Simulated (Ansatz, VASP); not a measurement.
**NiO in VASP and in Ansatz**

```
CELL_PARAMETERS angstrom
0.00000 2.07744 2.07744
2.07744 0.00000 2.07744
2.07744 2.07744 0.00000
ATOMIC_POSITIONS crystal
Ni 0.00000 0.00000 0.00000
O 0.50000 0.50000 0.50000
```

Alike in both runs: task single point; functional PBE; k mesh 14 × 14 × 14; occupations gaussian, width 0.05 eV; no spin polarisation.

```csv
,VASP,Ansatz
version,VASP 6.6.1,Ansatz 0.2.0
potentials or method,"VASP PAW PBE potentials, release 64 (Ni, O), cutoff 520 eV","scalar-relativistic, plane waves, PAW"
valence electrons in the cell,16,24
```

|  | VASP | Ansatz | Ansatz less VASP |
| --- | --- | --- | --- |
| gap on the k mesh at the Fermi level (eV) | none | none | - |
| pressure (GPa) | 0.8 | 0.7 | -0.13 |

A gap of «none» marks a metal or a gap that the smearing closes. VASP's potentials hold 16 valence electrons a cell and Ansatz's 24, so a difference there can come from the potentials and not from the codes.
